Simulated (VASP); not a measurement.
# GaAs (F-43m) in VASP: single point with PBEsol

Aim: the single point of GaAs with PBEsol.

Everything below comes from runs of VASP 6.6.1. Logs are shortened: lines on timing, memory, paths and dates and some standing lists are left out, and cuts for length are marked.

### 1 The cell of the first run

It takes space group F-43m (No. 216, cubic). The conventional cell has a = 5.658 Å, b = 5.658 Å, c = 5.658 Å, α = 90.00°, β = 90.00°, γ = 90.00°. Within 3.2 Å of Ga (site symmetry -43m) lie 4 As at 2.45 Å. Within 3.2 Å of As (site symmetry -43m) lie 4 Ga at 2.45 Å.

### 2 Single point, PBEsol

Input file INCAR:

```
  ALGO = Normal
  EDIFF = 1E-7
  ENCUT = 520
  GGA = PS
  ISIF = 2
  ISMEAR = 0
  LASPH = T
  LCHARG = T
  LELF = T
  LREAL = F
  LVHAR = T
  LWAVE = F
  NBANDS = 16
  NELM = 80
  PREC = Accurate
  SIGMA = 0.01
```

Input file KPOINTS:

```
k-points
0
Gamma
  10 10 10
```

Input file POSCAR:

```
GaAs
1.0
    0.0000000000      2.8289763854      2.8289763854
    2.8289763854      0.0000000000      2.8289763854
    2.8289763854      2.8289763854      0.0000000000
Ga As
1 1
Direct
    0.0000000000      0.0000000000      0.0000000000
    0.7500000000      0.7500000000      0.7500000000
```

Potentials or basis: VASP PAW PBE potentials, release 64 (Ga_d, As).

Command:

```sh
cat potpaw_PBE.64/Ga_d/POTCAR potpaw_PBE.64/As/POTCAR > POTCAR
mpirun -np 1 vasp_std > vasp.out
```

OUTCAR:

```text
EDIFF = 1E-7
   ENCUT = 520
   GGA = PS
   ISIF = 2
   ISMEAR = 0
   LASPH = T
   LREAL = F
   NELM = 80
   PREC = Accurate

 ion  position               nearest neighbor table
   1  0.000  0.000  0.000-   2 2.45   2 2.45   2 2.45   2 2.45
   2  0.750  0.750  0.750-   1 2.45   1 2.45   1 2.45   1 2.45

  LATTYP: Found a face centered cubic cell.
 ALAT       =     5.6579527708

  Lattice vectors:

 A1 = (   0.0000000000,   2.8289763854,   2.8289763854)
 A2 = (   2.8289763854,   0.0000000000,   2.8289763854)
 A3 = (   2.8289763854,   2.8289763854,   0.0000000000)

Analysis of symmetry for initial positions (statically):
=====================================================================
 Subroutine PRICEL returns:
 Original cell was already a primitive cell.

 Routine SETGRP: Setting up the symmetry group for a
 face centered cubic supercell.

 Subroutine GETGRP returns: Found 24 space group operations
 (whereof 24 operations were pure point group operations)
 out of a pool of 48 trial point group operations.

The static configuration has the point symmetry T_d .

Analysis of symmetry for dynamics (positions and initial velocities):
=====================================================================
 Subroutine PRICEL returns:
 Original cell was already a primitive cell.

 Routine SETGRP: Setting up the symmetry group for a
 face centered cubic supercell.

 Subroutine GETGRP returns: Found 24 space group operations
 (whereof 24 operations were pure point group operations)
 out of a pool of 48 trial point group operations.

The dynamic configuration has the point symmetry T_d .

 Subroutine INISYM returns: Found 24 space group operations
 (whereof 24 operations are pure point group operations),
 and found     1 'primitive' translations

----------------------------------------------------------------------------------------

                                     Primitive cell

  volume of cell :      45.2812

  direct lattice vectors                    reciprocal lattice vectors
     0.000000000  2.828976385  2.828976385    -0.176742373  0.176742373  0.176742373
     2.828976385  0.000000000  2.828976385     0.176742373 -0.176742373  0.176742373
     2.828976385  2.828976385  0.000000000     0.176742373  0.176742373 -0.176742373

  length of vectors
     4.000776772  4.000776772  4.000776772     0.306126770  0.306126770  0.306126770

  position of ions in fractional coordinates (direct lattice)
     0.000000000  0.000000000  0.000000000
     0.750000000  0.750000000  0.750000000

[... 77 lines left out ...]
   LREAL  =      F    real-space projection
   EDIFFG = 0.1E-05   stopping-criterion for IOM
   NSW    =      0    number of steps for IOM
   IBRION =     -1    ionic relax: 0-MD 1-quasi-New 2-CG
   NFREE  =      0    steps in history (QN), initial steepest desc. (CG)
   ISIF   =      2    stress and relaxation
   ISYM   =      2    0-nonsym 1-usesym 2-fastsym
   POTIM  = 0.5000    time-step for ionic-motion
   TEBEG  =    0.0;   TEEND  =   0.0 temperature during run
   PSTRESS=    0.0 pullay stress
   NELECT =      18.0000    total number of electrons
   NUPDOWN=      -1.0000    fix difference up-down
   EMIN   =  10.00;   EMAX   =-10.00  energy-range for DOS
   EFERMI =   0.00;   METHOD = LEGACY
   ISMEAR =     0;   SIGMA  =   0.01  broadening in eV -4-tet -1-fermi 0-gaus
   EFERMI_NEDOS =   21; number of points for ismear=-14 and -15
   IALGO  =     38    algorithm
   IMIX   =      4    mixing-type and parameters
     AMIX     =   0.40;   BMIX     =  1.00
     AMIX_MAG =   1.60;   BMIX_MAG =  1.00
  volume/ion in A,a.u.               =      22.64       152.79
  Fermi-wavevector in a.u.,A,eV,Ry     =   1.203722  2.274706 19.714129  1.448948
  Thomas-Fermi vector in A             =   2.339468
   LORBIT       =      0    0 simple, 1 ext, 2 COOP (PROOUT), +10 PAW based schemes
   GGA     = PS    functional components
   LHFCALC =     F    Hartree Fock is set to
   AEXX    =    0.0000 exact exchange contribution
   IVDW    =     0    specifies the selected vdW correction
   LEPSILON=     F    determine dielectric tensor
   LRPA    =     F    only Hartree local field effects (RPA)
 non-spin polarized calculation
 Gauss-broadening in eV      SIGMA  =   0.01
  energy-cutoff  :      520.00
  volume of cell :       45.28
 maximum number of plane-waves:      1243
 NGX is ok and might be reduce to    30
   NGX = 15   NGY = 15   NGZ = 15

 number of electron      17.9999993 magnetization

 Free energy of the ion-electron system (eV)
  ---------------------------------------------------
  ext. energy  EPLUGINS =         0.00000000
  ---------------------------------------------------
  free energy    TOTEN  =        -9.09149973 eV

  energy without entropy =       -9.09149973  energy(sigma->0) =       -9.09149973

 E-fermi :   3.8794     XC(G=0):  -9.7630

 val. band max:        3.7827311351   @ k =   0.0000   0.0000   0.0000
 cond. band min:       4.2219377888   @ k =   0.0000   0.0000   0.0000
 fundamental gap:      0.4392066538
 Fermi energy:         3.8793964016

 k-point     1 :       0.0000    0.0000    0.0000
  band No.  band energies     occupation
      1     -10.9872      2.00000
      2     -10.9872      2.00000
      3     -10.9872      2.00000
      4     -10.9076      2.00000
      5     -10.9076      2.00000
      6      -8.9533      2.00000
[... 433 lines left out ...]
      3     -10.9494      2.00000
      4     -10.9256      2.00000
      5     -10.8980      2.00000
      6      -7.2136      2.00000
[... 8 lines left out ...]
     15      16.0224      0.00000
     16      16.4913      0.00000

 [... further k-points ...]

------------------------ aborting loop because EDIFF is reached ----------------------------------------

  FORCE on cell =-STRESS in cart. coord.  units (eV):
  Direction    XX          YY          ZZ          XY          YZ          ZX
  --------------------------------------------------------------------------------------
  -------------------------------------------------------------------------------------
  Total        0.0546457      0.0546457      0.0546457      0.0000000      0.0000000     -0.0000000
  in kB        1.9335194      1.9335194      1.9335194      0.0000000      0.0000000     -0.0000000
  external PRESSURE =       1.9335194 kB  Pullay stress =       0.0000000 kB

 VOLUME and BASIS-vectors are now :
 -----------------------------------------------------------------------------
  energy-cutoff  :      520.00
  volume of cell :       45.28
      direct lattice vectors                 reciprocal lattice vectors
     0.000000000  2.828976385  2.828976385    -0.176742373  0.176742373  0.176742373
     2.828976385  0.000000000  2.828976385     0.176742373 -0.176742373  0.176742373
     2.828976385  2.828976385  0.000000000     0.176742373  0.176742373 -0.176742373

 POSITION                                       TOTAL-FORCE (eV/Angst)
 -----------------------------------------------------------------------------------
      0.00000      0.00000      0.00000        -0.000000     -0.000000     -0.000000
      4.24346      4.24346      4.24346         0.000000      0.000000      0.000000
 -----------------------------------------------------------------------------------
    total drift:                               -0.000000     -0.000000     -0.000000

  FREE ENERGIE OF THE ION-ELECTRON SYSTEM (eV)
  ---------------------------------------------------
  free  energy   TOTEN  =        -9.0914997274 eV

  energy  without entropy=       -9.0914997274  energy(sigma->0) =       -9.09149973
```

stdout:

```text
POSCAR found type information on POSCAR GaAs
 POSCAR found :  2 types and       2 ions
 scaLAPACK will be used
 -----------------------------------------------------------------------------
|                                                                             |
|                                                                             |
|     You enforced a specific xc type in the INCAR file but a different       |
|     I HOPE YOU KNOW WHAT YOU ARE DOING!                                     |
|                                                                             |
 -----------------------------------------------------------------------------

 LDA part: xc-table for (Slater+PW92), standard interpolation
 POSCAR, INCAR and KPOINTS ok, starting setup
 FFT: planning ... GRIDC
 FFT: planning ... GRID_SOFT
 FFT: planning ... GRID
 WAVECAR not read
 entering main loop
```

It took 16 s on 1 thread of Intel Xeon 6975P-C (Granite Rapids), shared host; peak memory 0.18 GiB.

What came out:

```
Free energy            : -9.0915 eV
Pressure               : 0.2 GPa
Band gap on the k mesh : 0.44 eV, direct
```

Caveat: the PAW data sets were made with another functional, which shifts forces and pressure a little.
